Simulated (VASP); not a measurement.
Input of a VASP 6.6.1 run:

INCAR

```
  PREC = Accurate
  ENCUT = 600
  EDIFF = 1E-6
  ISMEAR = 0
  SIGMA = 0.15
  LREAL = F
  LASPH = T
  NELM = 120
  ALGO = Normal
  ISIF = 2
  LWAVE = F
  LCHARG = F
  GGA = PE
  NBANDS = 26
  GGA_COMPAT = F
```

Contents of KPOINTS:

```
regular mesh
0
Gamma
  3 3 3
```

Contents of POSCAR:

```
Be2ZnO3
1.0
    3.5051838229      0.0000000000      0.0000000000
    0.0000000000      3.5051838229      0.0000000000
    0.0000000000      0.0000000000      4.8726204776
Be Zn O
2 1 3
Direct
    0.5000000000      0.0000000000      0.9975357045
    0.0000000000      0.5000000000      0.9975357045
    0.5000000000      0.5000000000      0.4872492746
    0.5000000000      0.0000000000      0.3078915176
    0.0000000000      0.5000000000      0.3078915176
    0.0000000000      0.0000000000      0.8751366812
```

Potentials or basis: VASP PAW PBE potentials, release 64 (Be, Zn, O).

Command:

```sh
$ cat potpaw_PBE.64/Be/POTCAR potpaw_PBE.64/Zn/POTCAR potpaw_PBE.64/O/POTCAR > POTCAR
$ mpirun -np 1 vasp_std > vasp.out
```

**Question.** Estimate the pressure.

**Answer.** -0.2 GPa.

**Question.** Estimate the band gap on the k mesh.

**Answer.** Zero (bands 17 and 18 overlap by 0.54 eV).

Forces in eV/Å, atoms in the order of the input:
```
Be   0.000  0.000 -0.022
Be   0.000  0.000 -0.022
Zn   0.000  0.000  0.077
O    0.000  0.000 -0.032
O    0.000  0.000 -0.032
O    0.000  0.000  0.033
```

Caveat: the k points lie up to 0.60 Å⁻¹ apart, too coarse for converged energies and pressures of a metal; semilocal functionals underestimate gaps, so a narrow gap can read as zero.
